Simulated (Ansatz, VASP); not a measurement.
## One calculation of Co3Bi, two programs

```
Co Bi
1.0
     3.90342    0.00000    0.00000
     0.00000    3.90342    0.00000
     0.00000    0.00000    3.90342
Co Bi
3 1
Cartesian
  0.0000 1.9517 1.9517
  1.9517 0.0000 1.9517
  1.9517 1.9517 0.0000
  0.0000 0.0000 0.0000
```

Alike in both runs: task single point; functional r2SCAN; k mesh 6 × 6 × 6; occupations gaussian, width 0.1 eV; collinear spin.

```csv
,VASP,Ansatz
version,VASP 6.6.1,Ansatz 0.2.0
potentials or method,"VASP PAW PBE potentials, release 64 (Co, Bi_d), cutoff 520 eV","scalar-relativistic, plane waves, PAW"
valence electrons in the cell,42,66
```

VASP gave:

| Property | Result |
| --- | --- |
| gap on the k mesh at the Fermi level (eV) | none |
| pressure (GPa) | -1.1 |
| net moment per atom (μB) | 1.35 |
| size of the moment on the site where the two differ most (μB) | 1.83 |

Problem. Estimate Ansatz's values.

Solution. gap on the k mesh at the Fermi level (eV): none; pressure (GPa): -1.8; net moment per atom (μB): 1.36; size of the moment on the site where the two differ most (μB): 1.89.

VASP's potentials were made for PBE, not for r2SCAN. Site moments also hang on the region over which each program counts them. A gap of «none» marks a metal or a gap that the smearing closes. The functional is the same, so the differences come from potentials, cutoffs and numerics. VASP's potentials hold 42 valence electrons a cell and Ansatz's 66, so a difference there can come from the potentials and not from the codes. Ansatz's warnings: stability check not made.

Neither program's run includes spin-orbit coupling.
